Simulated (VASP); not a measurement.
# SiC (F-43m) in VASP: vibrations by perturbation theory with LDA

Aim: the vibrations by perturbation theory of SiC with LDA.

All numbers are computed with VASP 6.6.1; they aren't measurements. Logs are shortened: lines on timing, memory, paths and dates and some standing lists are left out, and cuts for length are marked.

## (1) The cell of the first run

The structure is cubic, space group F-43m (No. 216). Conventional cell: a = 4.329 Å, b = 4.329 Å, c = 4.329 Å, α = 90.00°, β = 90.00°, γ = 90.00°. Within 2.5 Å of Si (site symmetry -43m) lie 4 C at 1.87 Å. C (site symmetry -43m) has 4 Si at 1.87 Å within 2.5 Å.

## (2) Vibrations by perturbation theory, LDA

File INCAR:

```
PREC = Accurate
ENCUT = 600
EDIFF = 1E-8
ISMEAR = 0
SIGMA = 0.01
LREAL = False
LASPH = True
NELM = 120
ALGO = Normal
ISIF = 2
LWAVE = False
LCHARG = False
GGA = CA
NBANDS = 11
IBRION = 8
NSW = 1
LEPSILON = True
GGA_COMPAT = False
```

File KPOINTS:

```
Automatic mesh
0
Gamma
  10 10 10
```

File POSCAR:

```
SiC
1.0
    0.0000000000      2.1644840751      2.1644840751
    2.1644840751      0.0000000000      2.1644840751
    2.1644840751      2.1644840751      0.0000000000
Si C
1 1
Direct
    0.0000000000      0.0000000000      0.0000000000
    0.2500000000      0.2500000000      0.2500000000
```

Potentials or basis: VASP PAW LDA potentials, release 64 (Si, C).

Launch:

```bash
> cat potpaw_LDA.64/Si/POTCAR potpaw_LDA.64/C/POTCAR > POTCAR
> mpirun -np 1 vasp_std > vasp.out
```

OUTCAR:

```text
PREC = Accurate
   ENCUT = 600
   EDIFF = 1E-8
   ISMEAR = 0
   LREAL = False
   LASPH = True
   NELM = 120
   ISIF = 2
   GGA = CA
   IBRION = 8
   NSW = 1
   LEPSILON = True

 ion  position               nearest neighbor table
   1  0.000  0.000  0.000-   2 1.87   2 1.87   2 1.87   2 1.87
   2  0.250  0.250  0.250-   1 1.87   1 1.87   1 1.87   1 1.87

  LATTYP: Found a face centered cubic cell.
 ALAT       =     4.3289681502

  Lattice vectors:

 A1 = (   0.0000000000,   2.1644840751,   2.1644840751)
 A2 = (   2.1644840751,   0.0000000000,   2.1644840751)
 A3 = (   2.1644840751,   2.1644840751,   0.0000000000)

Analysis of symmetry for initial positions (statically):
=====================================================================
 Subroutine PRICEL returns:
 Original cell was already a primitive cell.

 Routine SETGRP: Setting up the symmetry group for a
 face centered cubic supercell.

 Subroutine GETGRP returns: Found 24 space group operations
 (whereof 24 operations were pure point group operations)
 out of a pool of 48 trial point group operations.

The static configuration has the point symmetry T_d .

Analysis of symmetry for dynamics (positions and initial velocities):
=====================================================================
 Subroutine PRICEL returns:
 Original cell was already a primitive cell.

 Routine SETGRP: Setting up the symmetry group for a
 face centered cubic supercell.

 Subroutine GETGRP returns: Found 24 space group operations
 (whereof 24 operations were pure point group operations)
 out of a pool of 48 trial point group operations.

The dynamic configuration has the point symmetry T_d .

 Subroutine INISYM returns: Found 24 space group operations
 (whereof 24 operations are pure point group operations),
 and found     1 'primitive' translations

----------------------------------------------------------------------------------------

                                     Primitive cell

  volume of cell :      20.2812

  direct lattice vectors                    reciprocal lattice vectors
     0.000000000  2.164484075  2.164484075    -0.231001931  0.231001931  0.231001931
     2.164484075  0.000000000  2.164484075     0.231001931 -0.231001931  0.231001931
     2.164484075  2.164484075  0.000000000     0.231001931  0.231001931 -0.231001931

  length of vectors
     3.061042735  3.061042735  3.061042735     0.400107080  0.400107080  0.400107080

  position of ions in fractional coordinates (direct lattice)
     0.000000000  0.000000000  0.000000000
     0.250000000  0.250000000  0.250000000

  ion indices of the primitive-cell ions
   primitive index   ion index
                 1           1
                 2           2

----------------------------------------------------------------------------------------

 KPOINTS: Automatic mesh

Automatic generation of k-mesh.
 Grid dimensions read from file:
 generate k-points for:   10   10   10

 Generating k-lattice:

  Cartesian coordinates                     Fractional coordinates (reciprocal lattice)
    -0.023100193  0.023100193  0.023100193     0.100000000  0.000000000  0.000000000
     0.023100193 -0.023100193  0.023100193     0.000000000  0.100000000  0.000000000
[... 485 lines left out ...]
  free energy    TOTEN  =        -0.35367235 eV

  energy without entropy =       -0.35367235

------------------------ aborting loop because EDIFF is reached ----------------------------------------

--------------------------------------- Ionic step        2  -------------------------------------------

------------------------ aborting loop because EDIFF is reached ----------------------------------------

--------------------------------------- Ionic step        3  -------------------------------------------

------------------------ aborting loop because EDIFF is reached ----------------------------------------

 PIEZOELECTRIC TENSOR FIELD DIRECTION 3  (e Angst)
 -----------------------------------------------------------------------------
    -0.00064 -1.25068  0.00000           ( -0.00000 -0.05556  0.00000)
    -1.25068 -0.00064  0.00000           ( -0.05556 -0.00000  0.00000)
     0.00000  0.00000  0.00078           (  0.00000  0.00000 -0.00000)

 PIEZOELECTRIC TENSOR FIELD DIRECTION 3  (C/m^2)
 -----------------------------------------------------------------------------
    -0.00050 -0.98801  0.00000
    -0.98801 -0.00050  0.00000
     0.00000  0.00000  0.00061

--------------------------------------- Ionic step        4  -------------------------------------------

------------------------ aborting loop because EDIFF is reached ----------------------------------------

[... ionic steps 5 to 6 ...]

--------------------------------------- Ionic step        7  -------------------------------------------

 Free energy of the ion-electron system (eV)
  ---------------------------------------------------
  ---------------------------------------------------
  free energy    TOTEN  =        -0.12464242 eV

  energy without entropy =       -0.12464242

------------------------ aborting loop because EDIFF is reached ----------------------------------------

 INTERNAL STRAIN TENSOR  FOR ION    2  DIRECTION 1   (eV/Angst):
 -----------------------------------------------------------------------------
    -0.00815  0.00000  0.00000
     0.00000  0.00345 -8.69353
     0.00000 -8.69353  0.00345

 MACROSCOPIC STATIC DIELECTRIC TENSOR (including local field effects in DFT)
 ------------------------------------------------------
           6.969900    -0.000000    -0.000000
           0.000000     6.969900    -0.000000
           0.000000     0.000000     6.969900
 ------------------------------------------------------

 PIEZOELECTRIC TENSOR (including local field effects)  for field in x, y, z        (e  Angst)
          XX          YY          ZZ          XY          YZ          ZX
  --------------------------------------------------------------------------------
  x     0.00000    -0.00000    -0.00000     0.00000    -1.24809     0.00000
  y     0.00000    -0.00000    -0.00000     0.00000     0.00000    -1.24809
  z    -0.00000    -0.00000    -0.00000    -1.24809     0.00000     0.00000

 PIEZOELECTRIC TENSOR (including local field effects)  for field in x, y, z        (C/m^2)
          XX          YY          ZZ          XY          YZ          ZX
  --------------------------------------------------------------------------------
  x     0.00000    -0.00000    -0.00000     0.00000    -0.98597     0.00000
  y     0.00000    -0.00000    -0.00000     0.00000     0.00000    -0.98597
  z    -0.00000    -0.00000    -0.00000    -0.98597     0.00000     0.00000

 BORN EFFECTIVE CHARGES (including local field effects) (in |e|, cummulative output)
 ---------------------------------------------------------------------------------
 ion    1
    1     2.71558     0.00000     0.00000
    2    -0.00000     2.71558    -0.00000
    3    -0.00000    -0.00000     2.71558
 ion    2
    1    -2.71558     0.00000    -0.00000
    2     0.00000    -2.71558     0.00000
    3     0.00000     0.00000    -2.71558

 INTERNAL STRAIN TENSOR FOR ION    2 for displacements in x,y,z  (eV/Angst):
          X           Y           Z          XY          YZ          ZX
  --------------------------------------------------------------------------------
  x    -0.00000     0.00000     0.00000     0.00000    -8.69353     0.00000
  y     0.00000    -0.00000     0.00000     0.00000     0.00000    -8.69353
  z     0.00000     0.00000    -0.00000    -8.69353     0.00000     0.00000

 SECOND DERIVATIVES (NOT SYMMETRIZED)
 ------------------------------------
               1X          1Y          1Z          2X          2Y          2Z
  1X   -19.690441    0.000000    0.000000   19.690441    0.000000    0.000000
  1Y     0.000000  -19.690441    0.000000    0.000000   19.690441    0.000000
  1Z     0.000000    0.000000  -19.690441    0.000000    0.000000   19.690441
  2X    19.690866    0.000000    0.000000  -19.690866    0.000000    0.000000
  2Y     0.000000   19.690866    0.000000    0.000000  -19.690866    0.000000
  2Z     0.000000    0.000000   19.690866    0.000000    0.000000  -19.690866

 Eigenvectors and eigenvalues of the dynamical matrix
 ----------------------------------------------------

   1 f  =   23.916931 THz   150.274512 2PiTHz  797.782960 cm-1    98.912436 meV
             X         Y         Z           dx          dy          dz
      0.000000  0.000000  0.000000     0.000000    0.000000   -0.547313
      1.082242  1.082242  1.082242     0.000000    0.000000    0.836928
[... 21 lines left out ...]
   6 f/i=    0.000118 THz     0.000744 2PiTHz    0.003948 cm-1     0.000490 meV
             X         Y         Z           dx          dy          dz
      0.000000  0.000000  0.000000     0.835257    0.023086    0.047549
      1.082242  1.082242  1.082242     0.546220    0.015097    0.031095

--------------------------------------------------------------------------------------------------------

 MACROSCOPIC STATIC DIELECTRIC TENSOR IONIC CONTRIBUTION
 ------------------------------------------------------
           3.341477    -0.000000    -0.000000
          -0.000000     3.341477    -0.000000
          -0.000000    -0.000000     3.341477
 ------------------------------------------------------

 ELASTIC MODULI CONTR FROM IONIC RELAXATION (kBar)
 Direction    XX          YY          ZZ          XY          YZ          ZX
 --------------------------------------------------------------------------------
 XX          -0.0000     -0.0000     -0.0000      0.0000     -0.0000      0.0000
 YY          -0.0000     -0.0000     -0.0000      0.0000      0.0000      0.0000
 ZZ          -0.0000     -0.0000     -0.0000      0.0000      0.0000      0.0000
 XY           0.0000      0.0000      0.0000   -277.7073      0.0000      0.0000
 YZ          -0.0000      0.0000      0.0000      0.0000   -277.7073      0.0000
 ZX           0.0000      0.0000      0.0000      0.0000      0.0000   -277.7073
 --------------------------------------------------------------------------------

 PIEZOELECTRIC TENSOR IONIC CONTR  for field in x, y, z        (C/m^2)
          XX          YY          ZZ          XY          YZ          ZX
  --------------------------------------------------------------------------------
  x     0.00000    -0.00000    -0.00000     0.00000     0.90643     0.00000
  y    -0.00000    -0.00000    -0.00000    -0.00000    -0.00000     0.90643
  z    -0.00000    -0.00000    -0.00000     0.90643    -0.00000    -0.00000
```

It took 5.7 min on 1 thread of Intel Xeon 8259CL, shared host; peak memory 0.23 GiB.

Results:

```
Electronic dielectric tensor (diagonal)                 : 6.97
Born charges (mean of the diagonal)                     : Si +2.72; C -2.72 e
Highest phonon frequency at Γ, LO-TO splitting left out : 798 cm⁻¹
```

Phonon frequencies in cm⁻¹ (negative: imaginary):
```tsv
q point	frequencies
(0.000, 0.000, 0.000)	0 0 0 798 798 798
```

Electronic dielectric tensor:
```
6.97 0.00 0.00
0.00 6.97 0.00
0.00 0.00 6.97
```

Born effective charge tensors (e):
atom 1, Si
```
2.72 0.00 0.00
0.00 2.72 0.00
0.00 0.00 2.72
```
atom 2, C
```
-2.72  0.00  0.00
 0.00 -2.72  0.00
 0.00  0.00 -2.72
```
